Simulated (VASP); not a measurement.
# Hf: single point with PBEsol

Hf:

```
CELL_PARAMETERS angstrom
2.61530 0.00000 0.00000
0.00000 2.61530 0.00000
0.00000 0.00000 2.61530
ATOMIC_POSITIONS crystal
Hf 0.00000 0.00000 0.00000
```

This cell differs from its parent crystal: volume scaled by 0.76.

```
Program             : VASP 6.6.1
Task                : single point
Functional          : PBEsol
Potentials or basis : VASP PAW PBE potentials, release 64 (Hf_pv)
Cutoff              : 520 eV
k mesh              : 13 × 13 × 13
Occupations         : fermi-dirac, width 0.08 eV
Spin                : no spin polarisation
```

* Pressure: 36.0 GPa
* Band gap on the k mesh: zero (band 5 reaches 7.03 eV, above the bottom of band 6 at 3.53 eV)

Levels at points of the mesh, in eV from the Fermi level:
| k point | band 2 | band 3 | band 4 | band 5 | band 6 | band 7 | band 8 | band 9 |
| --- | --- | --- | --- | --- | --- | --- | --- | --- |
| (0.00, 0.00, 0.00) | -28.90 | -28.90 | -7.38 | -2.41 | -2.41 | 9.04 | 9.04 | 9.04 |

Wall time 12 s on 1 thread of AMD EPYC 7R13, on a shared host, peak memory 0.1 GiB.

Caveat: the PAW data sets were made with another functional, which shifts forces and pressure a little; spin-orbit coupling is left out, which moves the levels of the heavy elements.
